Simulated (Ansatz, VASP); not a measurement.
**ZnSe in VASP and in Ansatz**

```
Zn Se
1.0
     2.78961    2.78961    0.00000
    -2.78961    2.78961    0.00000
     0.00000    2.78961    2.78961
Zn Se
1 1
Direct
  0.00000 0.00000 0.00000
  0.75000 0.25000 0.50000
```

Alike in both runs: task single point; functional PBEsol; k mesh 8 × 8 × 8; non-collinear spin, spin-orbit coupling.

|  | VASP | Ansatz |
| --- | --- | --- |
| version | VASP 6.6.1 | Ansatz 0.2.0 |
| potentials or method | VASP PAW PBE potentials, release 64 (Zn, Se), cutoff 520 eV | all-electron LAPW |
| occupations | gaussian, width 0.01 eV | fixed |

```tsv
	VASP	Ansatz	Ansatz less VASP
pressure (GPa)	2.4	2.0	-0.32
```

VASP's potentials were made for PBE, not for PBEsol. Ansatz ran all-electron here, and VASP with PAW potentials.
